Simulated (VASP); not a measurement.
A run of VASP 6.6.1 is set up as follows.

The input INCAR:

```
SYSTEM = SiC
PREC = Accurate
ENCUT = 600
EDIFF = 1E-6
ISMEAR = 0
SIGMA = 0.02
LREAL = .False.
LASPH = .True.
NELM = 120
ALGO = Normal
ISIF = 2
LWAVE = .False.
LCHARG = .True.
GGA = PE
LELF = .True.
LVHAR = .True.
NBANDS = 11
GGA_COMPAT = .False.
```

KPOINTS

```
Automatic mesh
0
Gamma
  8 8 8
  0 0 0
```

The input POSCAR:

```
SiC
1.0
    0.0000000000      2.1897000000      2.1897000000
    2.1897000000      0.0000000000      2.1897000000
    2.1897000000      2.1897000000      0.0000000000
C Si
1 1
Direct
    0.0000000000      0.0000000000      0.0000000000
    0.2500000000      0.2500000000      0.2500000000
```

Potentials or basis: VASP PAW PBE potentials, release 64 (C, Si).

Launch:

```sh
$ cat potpaw_PBE.64/C/POTCAR potpaw_PBE.64/Si/POTCAR > POTCAR
$ mpirun -np 1 vasp_std > vasp.out
```

Estimate the pressure.

-0.1 GPa.

What does it give for the band gap on the k mesh?

1.37 eV, indirect (least direct gap 4.53 eV).

 A k mesh can miss the band edges.
